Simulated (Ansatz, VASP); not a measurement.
Nb: VASP beside Ansatz

INCAR

```
PREC     = Accurate       # precision mode
ENCUT    = 600            # plane-wave cutoff, eV
EDIFF    = 1E-7           # SCF threshold, eV
ISMEAR   = -1             # smearing method
SIGMA    = 0.1            # smearing width, eV
LREAL    = F              # projectors in reciprocal space
LASPH    = T              # aspherical terms in the spheres
NELM     = 60             # most SCF steps
ALGO     = Normal         # electronic algorithm
ISIF     = 3              # what is computed and relaxed
LWAVE    = F              # write WAVECAR
LCHARG   = F              # write CHGCAR
GGA      = RE             # functional
IBRION   = 2              # ionic algorithm
NSW      = 80             # ionic steps
EDIFFG   = -0.01          # ionic threshold
```

File KPOINTS:

```
Automatic mesh
0
Gamma
  13 13 13
```

Contents of POSCAR:

```
Nb
1.0
   -1.6502000000      1.6502000000      1.6502000000
    1.6502000000     -1.6502000000      1.6502000000
    1.6502000000      1.6502000000     -1.6502000000
Nb
1
Direct
    0.0000000000      0.0000000000      0.0000000000
```

Input for Ansatz:

```yaml
crystal:
  lattice:
    - [-1.6502, 1.6502, 1.6502]
    - [1.6502, -1.6502, 1.6502]
    - [1.6502, 1.6502, -1.6502]
  atoms:
    - { symbol: Nb, position: [0.0, 0.0, 0.0] }
hamiltonian:
  xc: revpbe
  pseudopotentials:
    kind: paw
    azcp:
      Nb: "pseudopotentials/Nb.paw.azcp"
basis:
  ecutwfc: 420
  fft_grid_basis: typed
kpoints:
  mp_grid: { grid: [13, 13, 13], shift: [0, 0, 0] }
magnetization:
  spin_polarized: false
scf:
  occupations: { method: fermi_dirac, width: 0.1 }
relax:
  max_steps: 60
  f_tol: 0.01
  cell: {}
```

Alike in both runs: task relaxation of cell and atoms; functional revPBE; k mesh 13 × 13 × 13; occupations fermi-dirac, width 0.1 eV; no spin polarisation.

|  | VASP | Ansatz |
| --- | --- | --- |
| version | VASP 6.6.1 | Ansatz 0.2.0 |
| potentials or method | VASP PAW PBE potentials, release 64 (Nb_sv), cutoff 600 eV | plane waves (420 eV) with PAW, scalar-relativistic |
| valence electrons in the cell | 13 | 13 |

|  | VASP | Ansatz | Ansatz less VASP |
| --- | --- | --- | --- |
| relaxed volume (Å³/atom) | 18.32 | 18.35 | +0.032 |
| relaxed cell length with the largest relative difference (Å) | 2.876 | 2.878 | +0.0017 |

VASP's potentials were made for PBE, not for revPBE.
